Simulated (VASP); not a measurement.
InSb3: single point with PBEsol+D3(BJ)

Crystal: InSb3.

```
In Sb
1.0
     0.00000    3.66207    3.66207
     3.66207    0.00000    3.66207
     3.66207    3.66207    0.00000
In Sb
1 3
Cartesian
  0.0000 0.0000 0.0000
  1.8310 1.8310 1.8310
  5.4931 5.4931 5.4931
  3.6043 3.6043 3.6043
```

This cell differs from its parent crystal: atom 4 (Sb) moved -0.100 Å along Cartesian [1 1 1].

```
Program                : VASP 6.6.1
Task                   : single point
Functional             : PBEsol
Dispersion             : D3(BJ)
Potentials or basis    : VASP PAW PBE potentials, release 64 (In_d, Sb)
Cutoff                 : 520 eV
k mesh                 : 12 × 12 × 12
Occupations            : gaussian, width 0.15 eV
Spin                   : no spin polarisation
Dipole correction      : no
Further INCAR settings : ALGO = Normal; EDIFF = 1e-06; NBANDS = 22
```

The pressure is 0.5 GPa. The largest force is 0.313 eV/Å and the band gap on the k mesh is zero (bands 14 and 15 overlap by 3.23 eV). The dispersion energy per atom is -0.511 eV.

Forces in eV/Å, atoms in the order of the input:
```
In  -0.073 -0.073 -0.073
Sb  -0.069 -0.069 -0.069
Sb  -0.039 -0.039 -0.039
Sb   0.181  0.181  0.181
```

Stress tensor (GPa, compression positive):
```
0.46 0.05 0.05
0.05 0.46 0.05
0.05 0.05 0.46
```

Levels at points of the mesh, in eV from the Fermi level:
| k point | band 11 | band 12 | band 13 | band 14 | band 15 | band 16 | band 17 | band 18 |
| --- | --- | --- | --- | --- | --- | --- | --- | --- |
| (0.00, 0.00, 0.00) | -2.82 | -2.51 | -2.51 | -2.36 | -1.85 | -0.81 | -0.81 | -0.80 |
| (0.50, 0.00, 0.00) | -3.78 | -2.89 | -2.89 | 0.04 | 0.23 | 2.18 | 2.19 | 3.13 |
| (0.50, 0.50, 0.50) | -3.76 | -2.92 | -2.92 | 0.00 | 0.26 | 2.17 | 2.17 | 3.19 |
| (0.50, 0.50, 0.00) | -5.59 | 0.73 | 1.12 | 1.17 | 1.76 | 2.08 | 2.08 | 2.10 |

It took 3.9 min on 1 thread of Intel(R) Xeon(R) Platinum 8375C CPU @ 2.90GHz (Ice Lake) (shared host), peak memory 0.53 GiB.

Caveat: the cell differs from its parent crystal (atom 4 (Sb) moved -0.100 Å along Cartesian [1 1 1]); the PAW data sets were made with another functional, which shifts forces and pressure a little; spin-orbit coupling is left out, which moves the levels of the heavy elements.
